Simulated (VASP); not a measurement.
# Al48CN48 (a cell with a defect) in VASP: single point with PBE

Aim: the single point of Al48CN48 (a cell with a defect) with PBE.

Everything below comes from runs of VASP 6.6.1. Logs are shortened: lines on timing, memory, paths and dates and some standing lists are left out, and cuts for length are marked.

### 1 The cell of the first run

The cell holds a defect, 97 atoms: a = 10.842 Å, b = 10.842 Å, c = 10.035 Å, α = 90.00°, β = 90.00°, γ = 120.00°.

### 2 Single point, PBE

File INCAR:

```
  ALGO = Normal
  EDIFF = 1E-6
  ENCUT = 520
  GGA = PE
  ISIF = 2
  ISMEAR = -1
  LASPH = True
  LCHARG = False
  LREAL = Auto
  LWAVE = False
  NBANDS = 248
  NELM = 60
  PREC = Accurate
  SIGMA = 0.01
```

File KPOINTS:

```
Automatic mesh
0
Gamma
  1 1 1
  0.25 0.25 0.25
```

File POSCAR:

```
Al48CN48
1.0
    9.3892708200      5.4208981500      0.0000000000
   -9.3892709200      5.4208979800      0.0000000000
    0.0000000000      0.0000000000     10.0348065900
Al N C
48 48 1
Direct
   -0.0000584819      0.1672282024      0.2486320965
    0.1691810868      0.0011786902      0.2473836419
    0.3338358569      0.3346478439      0.2473392963
    0.0030424293      0.3344619853      0.4993484384
    0.1710144185      0.1695212230      0.4985098572
    0.3227310336     -0.0184858788      0.5045646824
    0.0015222882      0.1686452750      0.7499147026
    0.1663969006      0.0017322498      0.7493210689
    0.3315041648      0.3358544458      0.7502990648
    0.0000207304      0.3341034325      0.9999862887
    0.1665848079      0.1674439782      0.9998365101
    0.3325561752     -0.0004497696      0.9950956115
   -0.0000119528      0.6665288312      0.2490201458
    0.1659875709      0.5006779862      0.2484320926
    0.3343787681      0.8352549284      0.2489263722
    0.0016372109      0.8343659783      0.4984613261
    0.1634088121      0.6621595696      0.4996371335
    0.3330547015      0.5048263950      0.4986454851
    0.0008871939      0.6682384774      0.7499384201
    0.1670558558      0.5013405953      0.7504271191
    0.3339436363      0.8329680021      0.7497740921
    0.0007814741      0.8339497857      1.0000938145
    0.1669020456      0.6672342890      0.9996148815
    0.3332726547      0.5009487160      1.0002508678
    0.5089947022      0.1694607727      0.2265950001
    0.6674245739     -0.0004002359      0.2479573450
    0.8298914337      0.3321352051      0.2491232868
    0.5094790736      0.3685586484      0.5108600703
    0.6810928663      0.1619700175      0.5027882655
    0.8405445472      0.0030132681      0.4997320033
    0.5009255779      0.1695406305      0.7471935740
    0.6675301540     -0.0007513473      0.7483733675
    0.8354519242      0.3363983636      0.7480201968
    0.4991368289      0.3360673996      0.9924731394
    0.6701289476      0.1667023123      0.9924894826
    0.8340958206      0.0003452397      0.9995002804
    0.5010287951      0.6669549851      0.2491614539
    0.6632145172      0.4943746701      0.2527634167
    0.8341813573      0.8330761508      0.2487173995
    0.4998798564      0.8339009935      0.4981943553
    0.6729320098      0.6810143128      0.5009203670
    0.8330497989      0.5030175621      0.4993492356
    0.5007417168      0.6686774344      0.7503508844
    0.6707854541      0.5062855606      0.7514817483
    0.8356446673      0.8361829324      0.7511908608
    0.5005933652      0.8336971788      0.9994875248
    0.6673150394      0.6672584784      1.0013838244
    0.8335257578      0.5005162930      1.0000724887
    0.0039334886      0.1694809536      0.4396008992
    0.1707293254      0.0017022486      0.4395267572
    0.3351760370      0.3394214110      0.4398730519
   -0.0008258729      0.3338629466      0.1904592762
    0.1664842126      0.1671081144      0.1905606235
    0.3329437268      0.0001425903      0.1834542583
    0.0002249881      0.1676034793      0.9402032730
    0.1661459934      0.0010727912      0.9387349836
    0.3305690990      0.3341962142      0.9382327318
    0.0012392827      0.3346537753      0.6896212635
    0.1678228318      0.1684280953      0.6889400347
    0.3334249537      0.0007919878      0.6913640973
    0.0009535157      0.6674586207      0.4398706602
    0.1655813218      0.4993243792      0.4390615764
    0.3279692764      0.8224729505      0.4397944256
    0.0013154738      0.8338373028      0.1903584272
    0.1668357098      0.6674670180      0.1893840188
    0.3328046130      0.5013411245      0.1904274869
    0.0004666858      0.6674979232      0.9403074105
    0.1667643609      0.5006516254      0.9404386537
    0.3339231331      0.8329912723      0.9388793810
    0.0011125318      0.8347720424      0.6894664026
    0.1664829454      0.6671198983      0.6904036404
    0.3338974636      0.5028649990      0.6894079062
    0.4928715287      0.1045586255      0.4182120465
    0.6728680468     -0.0033050152      0.4398532209
    0.8351260106      0.3342955283      0.4413523031
    0.4953026381      0.3356314493      0.1786054354
    0.6737613487      0.1647867853      0.1794189040
    0.8343113782     -0.0004443925      0.1894194953
    0.5012863278      0.1676423125      0.9376286345
    0.6674185921     -0.0014879843      0.9369522886
    0.8351704049      0.3354699358      0.9371239909
    0.5012177522      0.3396960469      0.6961289126
    0.6673822863      0.1674967141      0.6889169151
    0.8358635008      0.0023857846      0.6900880389
    0.5014885455      0.6692990137      0.4401785884
    0.6773805758      0.5225266921      0.4428382311
    0.8401376121      0.8404134499      0.4391355190
    0.5004248494      0.8335417630      0.1899731682
    0.6670454695      0.6657822120      0.1910524117
    0.8325294193      0.4996116550      0.1906365591
    0.5003823492      0.6669751510      0.9406487226
    0.6689201276      0.5027204216      0.9395723690
    0.8344397313      0.8340137042      0.9410509226
    0.5004251754      0.8346938292      0.6888308148
    0.6684974934      0.6718158483      0.6915263326
    0.8342256646      0.5020750525      0.6897298855
    0.5495076648      0.2453076817      0.4086072774
```

Potentials or basis: VASP PAW PBE potentials, release 64 (Al, N, C).

Run with:

```sh
cat potpaw_PBE.64/Al/POTCAR potpaw_PBE.64/N/POTCAR potpaw_PBE.64/C/POTCAR > POTCAR
mpirun -np 1 vasp_std > vasp.out
```

OUTCAR:

```text
EDIFF = 1E-6
   ENCUT = 520
   GGA = PE
   ISIF = 2
   ISMEAR = -1
   LASPH = True
   LREAL = Auto
   NELM = 60
   PREC = Accurate

 ion  position               nearest neighbor table
   1  1.000  0.167  0.249-  53 1.90  78 1.90  52 1.90  49 1.92  30 3.07  11 3.08  10 3.08  36 3.08
                             4 3.09   5 3.11  26 3.12  14 3.13   3 3.14  39 3.14  27 3.15   2 3.15
   2  0.169  0.001  0.247-  54 1.89  53 1.90  64 1.91  50 1.93  22 3.08  11 3.08  12 3.09  16 3.10
                             5 3.11  15 3.11   3 3.13   6 3.14  13 3.14  39 3.15   1 3.15  25 3.20
   3  0.334  0.335  0.247-  76 1.88  66 1.90  53 1.90  51 1.93  24 3.07  11 3.07   5 3.08  38 3.09
                            34 3.12  37 3.12  18 3.13   2 3.13  14 3.13   1 3.14  28 3.17  25 3.20
   4  0.003  0.334  0.499-  62 1.88  49 1.89  58 1.91  75 1.91  29 3.03  17 3.08  14 3.09   7 3.09
                             1 3.09  20 3.09  33 3.09  18 3.10  30 3.11   5 3.13  27 3.13  42 3.18
   5  0.171  0.170  0.499-  51 1.90  49 1.91  59 1.91  50 1.91   3 3.08   9 3.09   8 3.09  30 3.10
                             2 3.11   1 3.11   7 3.12   4 3.13  16 3.15  18 3.15   6 3.20  28 3.20
   6  0.323  0.982  0.505-  73 1.86  63 1.87  60 1.88  50 1.88  21 2.98  17 3.00  16 3.02  15 3.05
                             8 3.05  40 3.05   2 3.14  31 3.14   5 3.20
   7  0.002  0.169  0.750-  84 1.90  58 1.90  59 1.91  55 1.91  30 3.07  11 3.08   4 3.09  10 3.09
                            36 3.10   9 3.10   8 3.12   5 3.12  45 3.12  20 3.12  33 3.13  32 3.14
   8  0.166  0.002  0.749-  70 1.90  59 1.90  56 1.90  60 1.91   6 3.05  12 3.06  11 3.09   5 3.09
                            16 3.10  22 3.10  45 3.11   7 3.12  19 3.13   9 3.14  31 3.14  21 3.16
   9  0.332  0.336  0.750-  57 1.89  59 1.90  72 1.90  82 1.90  28 2.99  34 3.03  24 3.08   5 3.09
                            11 3.09  20 3.10   7 3.10  18 3.11  43 3.13   8 3.14  31 3.15  44 3.19
  10  0.000  0.334  1.000-  81 1.90  68 1.90  55 1.90  52 1.91  14 3.08   1 3.08   7 3.09  20 3.09
                            35 3.10  27 3.10  33 3.10  48 3.13  23 3.13  11 3.13  24 3.13  36 3.13
  11  0.167  0.167  1.000-  57 1.90  55 1.90  56 1.90  53 1.91   3 3.07   2 3.08   1 3.08   7 3.08
                             9 3.09   8 3.09  36 3.12  34 3.12  10 3.13  22 3.13  24 3.13  12 3.14
  12  0.333  1.000  0.995-  54 1.89  56 1.90  69 1.90  79 1.91  25 2.99  21 3.06   8 3.06  31 3.09
                             2 3.09  15 3.11  22 3.12  23 3.12  11 3.14  46 3.14  34 3.16  35 3.17
  13  1.000  0.667  0.249-  64 1.90  65 1.90  90 1.90  61 1.92  48 3.08  22 3.09  42 3.09  23 3.09
                            16 3.09  17 3.09  14 3.12  39 3.12  15 3.14  27 3.14   2 3.14  38 3.16
  14  0.166  0.501  0.248-  66 1.90  65 1.90  52 1.90  62 1.91  10 3.08  17 3.08  23 3.08  24 3.08
                            18 3.08   4 3.09  13 3.12   1 3.13   3 3.13  15 3.14  37 3.15  27 3.16
  15  0.334  0.835  0.249-  88 1.90  54 1.91  65 1.91  63 1.92   6 3.05  40 3.08  46 3.09  23 3.09
[... 5 lines left out ...]
  18  0.333  0.505  0.499-  62 1.88  85 1.90  51 1.90  72 1.91  28 2.95  17 3.07  37 3.08  14 3.08
                            40 3.09  20 3.09   4 3.10  43 3.10   9 3.11   3 3.13   5 3.15  41 3.19
  19  0.001  0.668  0.750-  71 1.90  96 1.90  70 1.90  67 1.91  22 3.09  17 3.09  23 3.09  42 3.10
                            16 3.10  48 3.10  44 3.10  33 3.12  21 3.13  20 3.13  45 3.13   8 3.13
  20  0.167  0.501  0.750-  71 1.90  72 1.90  58 1.90  68 1.91  17 3.07  23 3.08  24 3.09  10 3.09
                            18 3.09   4 3.09   9 3.10  33 3.11  21 3.11   7 3.12  19 3.13  43 3.13
  21  0.334  0.833  0.750-  94 1.90  69 1.90  71 1.90  60 1.91   6 2.98  12 3.06  46 3.09  23 3.09
                            40 3.10  43 3.11  20 3.11  17 3.12  19 3.13  32 3.13   8 3.16  31 3.16
  22  0.001  0.834  0.000-  93 1.90  67 1.90  56 1.90  64 1.91   2 3.08  39 3.08  45 3.08  13 3.09
                            19 3.09   8 3.10  12 3.12  23 3.13  36 3.13  48 3.13  47 3.13  11 3.13
  23  0.167  0.667  1.000-  68 1.90  67 1.90  69 1.90  65 1.90  14 3.08  20 3.08  13 3.09  19 3.09
                            21 3.09  15 3.09  12 3.12  24 3.12  22 3.13  10 3.13  48 3.13  46 3.13
  24  0.333  0.501  0.000-  57 1.90  68 1.90  91 1.90  66 1.91   3 3.07   9 3.08  14 3.08  37 3.08
                            20 3.09  43 3.10  34 3.11  23 3.12  46 3.12  10 3.13  11 3.13  47 3.14
  25  0.509  0.169  0.227-  77 1.87  54 1.92  76 1.94  97 1.96  73 2.02  35 2.94  12 2.99  34 3.00
                            27 3.02  38 3.06  26 3.09  15 3.15   2 3.20   3 3.20  29 3.36
  26  0.667  1.000  0.248-  77 1.89  88 1.90  78 1.90  74 1.93  29 3.07  36 3.08  46 3.08  25 3.09
                            40 3.09   1 3.12  27 3.12  37 3.12  15 3.13  39 3.13  35 3.13  30 3.14
  27  0.830  0.332  0.249-  77 1.89  90 1.89  52 1.92  75 1.93  25 3.02  48 3.08  29 3.08  38 3.09
[... 381 lines left out ...]
   TEBEG  =    0.0;   TEEND  =   0.0 temperature during run
   PSTRESS=    0.0 pullay stress
   NELECT =     388.0000    total number of electrons
   NUPDOWN=      -1.0000    fix difference up-down
   EMIN   =  10.00;   EMAX   =-10.00  energy-range for DOS
   EFERMI =   0.00;   METHOD = LEGACY
   ISMEAR =    -1;   SIGMA  =   0.01  broadening in eV -4-tet -1-fermi 0-gaus
   EFERMI_NEDOS =   21; number of points for ismear=-14 and -15
   IALGO  =     38    algorithm
   IMIX   =      4    mixing-type and parameters
     AMIX     =   0.40;   BMIX     =  1.00
     AMIX_MAG =   1.60;   BMIX_MAG =  1.00
  volume/ion in A,a.u.               =      10.53        71.07
  Fermi-wavevector in a.u.,A,eV,Ry     =   1.185600  2.240458 19.124980  1.405646
  Thomas-Fermi vector in A             =   2.321790
   LORBIT       =      0    0 simple, 1 ext, 2 COOP (PROOUT), +10 PAW based schemes
   GGA     = PE    functional components
   LHFCALC =     F    Hartree Fock is set to
   AEXX    =    0.0000 exact exchange contribution
   IVDW    =     0    specifies the selected vdW correction
   LEPSILON=     F    determine dielectric tensor
   LRPA    =     F    only Hartree local field effects (RPA)
 non-spin polarized calculation
  energy-cutoff  :      520.00
  volume of cell :     1021.51
 maximum number of plane-waves:     27493
 NGX is ok and might be reduce to    84
   NGX = 41   NGY = 41   NGZ = 37

 number of electron     387.9999956 magnetization

 Free energy of the ion-electron system (eV)
  ---------------------------------------------------
  ext. energy  EPLUGINS =         0.00000000
  ---------------------------------------------------
  free energy    TOTEN  =      -717.11848258 eV

  energy without entropy =     -717.11848258  energy(sigma->0) =     -717.11848258

 E-fermi :   8.5147     XC(G=0): -10.8690

 val. band max:        8.2913592048   @ k =   0.2500   0.5000   0.2500
 cond. band min:       8.7361021559   @ k =   0.2500   0.2500   0.2500
 fundamental gap:      0.4447429511
 Fermi energy:         8.5146674808

 k-point     1 :       0.2500    0.2500    0.2500
  band No.  band energies     occupation
      1     -10.8668      2.00000
      2      -8.8029      2.00000
      3      -8.5965      2.00000
      4      -8.5309      2.00000
      5      -8.3517      2.00000
      6      -8.1700      2.00000
[... 1243 lines left out ...]
    205      11.7056      0.00000
    206      11.7786      0.00000
 [bands above 206 left out]

------------------------ aborting loop because EDIFF is reached ----------------------------------------

  FORCE on cell =-STRESS in cart. coord.  units (eV):
  Direction    XX          YY          ZZ          XY          YZ          ZX
  --------------------------------------------------------------------------------------
  -------------------------------------------------------------------------------------
  Total       14.3708945     10.4182959     15.4896203     -4.5313337      1.4260568     -0.9419721
  in kB       22.5399149     16.3404932     24.2945715     -7.1071342      2.2366874     -1.4774287
  external PRESSURE =      21.0583265 kB  Pullay stress =       0.0000000 kB

 VOLUME and BASIS-vectors are now :
 -----------------------------------------------------------------------------
  energy-cutoff  :      520.00
  volume of cell :     1021.51
      direct lattice vectors                 reciprocal lattice vectors
     9.389270820  5.420898150  0.000000000     0.053252270  0.092235640  0.000000000
    -9.389270920  5.420897980  0.000000000    -0.053252272  0.092235639  0.000000000
     0.000000000  0.000000000 10.034806590     0.000000000  0.000000000  0.099653141

 POSITION                                       TOTAL-FORCE (eV/Angst)
 -----------------------------------------------------------------------------------
      7.81857      6.32711      2.49498        -0.000166      0.005065     -0.002606
      1.57742      0.92350      2.48245         0.001639      0.004259     -0.000090
     -0.00762      3.62378      2.48200         0.004684      0.016331     -0.011131
     -3.11179      1.82958      5.01087         0.009830      0.001343      0.001788
      0.01402      1.84601      5.00245         0.012666      0.014049     -0.006132
     -6.18549      7.07018      5.06321         0.043349     -0.050098      0.026146
[... 89 lines left out ...]
      3.11865      7.24395      6.92131        -0.005736     -0.002683     -0.014084
      2.85622      4.30861      4.10029         0.012617     -0.017348      0.146499
 -----------------------------------------------------------------------------------
    total drift:                               -0.008149      0.019120      0.031247

  FREE ENERGIE OF THE ION-ELECTRON SYSTEM (eV)
  ---------------------------------------------------
  free  energy   TOTEN  =      -717.1184825779 eV

  energy  without entropy=     -717.1184825778  energy(sigma->0) =     -717.11848258
```

Run time: 79 min. Hardware: 1 thread of AMD EPYC 7R43 (Zen 3), shared host; peak memory 1.7 GiB.

What came out:

| Quantity | Value |
| --- | --- |
| Free energy | -717.1185 eV |
| Pressure | 2.1 GPa |
| Largest force | 0.288 eV/Å |
| Band gap on the k mesh | 0.44 eV |

Forces on the atoms (eV/Å):
```
Al   0.000  0.005 -0.003
Al   0.002  0.004  0.000
Al   0.005  0.016 -0.011
Al   0.010  0.001  0.002
Al   0.013  0.014 -0.006
Al   0.043 -0.050  0.026
Al   0.002 -0.003  0.001
Al  -0.008 -0.006  0.007
Al  -0.016 -0.006  0.002
Al  -0.004  0.010 -0.003
Al  -0.007  0.006  0.004
Al  -0.010  0.019  0.008
Al  -0.006 -0.004  0.001
Al  -0.009  0.004 -0.004
Al  -0.018  0.014  0.005
Al   0.007  0.000 -0.006
Al   0.011 -0.029 -0.001
Al   0.006 -0.001 -0.011
Al  -0.003 -0.012 -0.002
Al  -0.002 -0.008 -0.001
Al   0.002 -0.011  0.012
Al  -0.005  0.009  0.000
Al  -0.009  0.008  0.003
Al  -0.013  0.010 -0.002
Al  -0.041  0.049  0.026
Al  -0.019  0.004 -0.001
Al   0.010  0.008 -0.006
Al   0.031 -0.021  0.026
Al   0.038  0.017  0.027
Al   0.022 -0.008 -0.002
Al  -0.007 -0.005  0.002
Al   0.005 -0.009  0.006
Al  -0.003  0.000  0.001
Al  -0.017  0.013 -0.022
Al  -0.015  0.010  0.008
Al  -0.009  0.011  0.002
Al  -0.015  0.003 -0.007
Al  -0.040  0.018 -0.046
Al  -0.006  0.010 -0.006
Al   0.003  0.001 -0.003
Al   0.017 -0.016 -0.018
Al  -0.002 -0.017 -0.018
Al   0.000 -0.006 -0.010
Al  -0.003  0.001  0.008
Al   0.001 -0.007 -0.007
Al  -0.009  0.011  0.002
Al  -0.013  0.020 -0.011
Al  -0.002  0.010  0.005
N    0.019 -0.010 -0.001
N    0.017 -0.004  0.001
N    0.027  0.002 -0.009
N    0.003  0.020 -0.005
N    0.001  0.022  0.001
N   -0.015  0.046  0.009
N   -0.005 -0.004  0.000
N   -0.005 -0.001  0.002
N   -0.015 -0.006  0.001
N    0.000  0.004 -0.003
N    0.002  0.009 -0.007
N   -0.001  0.001  0.016
N    0.002 -0.018 -0.002
N    0.009 -0.012 -0.003
N    0.023 -0.046 -0.001
N   -0.006  0.015 -0.002
N   -0.013  0.015  0.001
N   -0.004  0.017 -0.009
N   -0.007 -0.003 -0.007
N   -0.008  0.000 -0.004
N   -0.011  0.000  0.007
N    0.000  0.008 -0.003
N   -0.004  0.001  0.001
N   -0.003  0.008 -0.013
N    0.173 -0.228  0.030
N    0.017 -0.012 -0.001
N    0.012 -0.014 -0.012
N   -0.014  0.055 -0.022
N   -0.024  0.019  0.007
N   -0.013  0.018  0.000
N   -0.013  0.003 -0.006
N   -0.011 -0.001  0.006
N   -0.007 -0.001 -0.002
N   -0.016  0.011  0.032
N    0.002  0.007  0.011
N   -0.003  0.007 -0.004
N    0.002 -0.006 -0.011
N    0.012 -0.057 -0.050
N    0.020 -0.004 -0.004
N   -0.012  0.017 -0.001
N   -0.025  0.026 -0.015
N    0.000  0.005  0.005
N   -0.007 -0.003 -0.010
N   -0.011  0.010 -0.001
N   -0.009  0.002 -0.008
N   -0.005  0.006  0.000
N    0.003  0.008 -0.023
N   -0.006 -0.003 -0.014
C    0.013 -0.017  0.146
```

Levels at points of the mesh, in eV from the valence-band top:
```
           k point  band 190  band 191  band 192  band 193  band 194  band 195  band 196  band 197  band 198  band 199
(0.25, 0.25, 0.25)     -2.58     -2.55     -2.52     -2.39      0.00      0.44      2.74      2.95      3.15      3.20
```

Caveat: semilocal functionals underestimate gaps, and a narrow one can read as zero.
